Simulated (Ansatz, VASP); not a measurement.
## One calculation of CdSe, two programs

```
CELL_PARAMETERS angstrom
4.21222 0.00000 0.00000
-2.10611 3.64789 0.00000
0.00000 0.00000 6.87669
ATOMIC_POSITIONS crystal
Cd 0.66667 0.33333 0.50000
Cd 0.33333 0.66667 0.00000
Se 0.66667 0.33333 0.88500
Se 0.33333 0.66667 0.38500
```

Alike in both runs: task single point; functional PBE exchange alone; k mesh 7 × 7 × 4; occupations fermi-dirac, width 0.05 eV; no spin polarisation.

```csv
,VASP,Ansatz
version,VASP 6.6.1,Ansatz 0.2.0
potentials or method,"VASP PAW PBE potentials, release 64 (Cd, Se)",Ansatz PAW
plane-wave cutoff (eV),520,420
valence electrons in the cell,36,72
```

```csv
,VASP,Ansatz,Ansatz less VASP
gap on the k mesh at the Fermi level (eV),0.81,0.81,-0.004
least direct gap on the mesh (eV),0.81,0.81,-0.004
pressure (GPa),16.5,16.1,-0.46
"traceless stress, the component that is largest in VASP (GPa)",-2.27,-2.20,+0.069
rms of the force components (eV/Å),0.239,0.232,-0.0072
```

VASP's potentials were made for PBE, not for PBE exchange alone. Atom by atom the forces differ by 0.007 eV/Å (rms over components). VASP's potentials hold 36 valence electrons a cell and Ansatz's 72, so a difference there can come from the potentials and not from the codes.

Noted on Ansatz's run: odd divisions of the mesh miss points on the zone boundary, where band edges often lie, so the gap on the mesh can be too wide.
